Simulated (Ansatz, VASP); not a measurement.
## PtS2: VASP beside Ansatz

POSCAR

```
PtS2
1.0
    3.5414555722      0.0000000000      0.0000000000
   -1.7707277861      3.0669904919      0.0000000000
    0.0000000000      0.0000000000     18.4836733278
S Pt
2 1
Direct
    0.3333333333      0.6666666667      0.4328144010
    0.6666666667      0.3333333333      0.5671855990
    0.0000000000      0.0000000000      0.5000000000
```

INCAR.step1

```
  PREC = Accurate
  ENCUT = 400
  EDIFF = 1E-5
  ISMEAR = 0
  SIGMA = 0.03
  LREAL = False
  LASPH = True
  NELM = 120
  ALGO = Normal
  ISIF = 2
  LWAVE = True
  LDIPOL = True
  IDIPOL = 3
  DIPOL = 0.5 0.5 0.500
  GGA = PE
  NBANDS = 18
  GGA_COMPAT = False
  NELMDL = -8
```

Contents of INCAR.step2:

```
  PREC = Accurate
  ENCUT = 400
  EDIFF = 1E-6
  ISMEAR = 0
  SIGMA = 0.03
  LREAL = False
  LASPH = True
  NELM = 120
  ALGO = Normal
  ISIF = 2
  LWAVE = False
  LCHARG = True
  LDIPOL = True
  IDIPOL = 3
  DIPOL = 0.5 0.5 0.500
  GGA = PE
  LHFCALC = True
  AEXX = 0.25
  PRECFOCK = Normal
  LELF = True
  LVHAR = True
  LVACPOTAV = True
  ISTART = 1
  NBANDS = 18
  GGA_COMPAT = False
```

The input KPOINTS:

```
regular mesh
0
Gamma
  6 6 1
```

Input for Ansatz:

```yaml
crystal:
  lattice:
    - [3.5414555722, 0.0, 0.0]
    - [-1.7707277861, 3.0669904919, 0.0]
    - [0.0, 0.0, 18.4836733278]
  atoms:
    - { symbol: S, position: [0.3333333333, 0.6666666667, 0.432814401] }
    - { symbol: Pt, position: [0.0, 0.0, 0.5] }
    - { symbol: S, position: [0.6666666667, 0.3333333333, 0.567185599] }
basis:
  ecutwfc: 420
kpoints:
  mp_grid: { grid: [6, 6, 1] }
hamiltonian:
  xc: pbe0
  pseudopotentials: { kind: paw, azcp: { folder: soft_1 } }
scf:
  occupations: { method: gaussian, width: 0.03 }
  n_extra_bands: 7
  max_iter: 160
output:
  eigenvalues: true
  write_density: true
  write_potential: true
  elf: true
  volumetric_format: npy
efield:
  axis: 3
  dipole_correction: true
```

Alike in both runs: task single point; functional PBE0; k mesh 6 × 6 × 1; occupations gaussian, width 0.03 eV; no spin polarisation.

```csv
,VASP,Ansatz
version,VASP 6.6.1,Ansatz 0.2.0
potentials or method,"VASP PAW PBE potentials, release 64 (S, Pt), cutoff 400 eV","scalar-relativistic, plane waves, PAW"
valence electrons in the cell,22,30
```

```csv
,VASP,Ansatz,Ansatz less VASP
gap on the k mesh at the Fermi level (eV),3.63,3.63,-0.009
least direct gap on the mesh (eV),3.71,3.70,-0.006
```

VASP's potentials hold 22 valence electrons a cell and Ansatz's 30, so a difference there can come from the potentials and not from the codes. Ansatz's warnings: xc potential rough in thin density.

Spin-orbit coupling is off throughout.
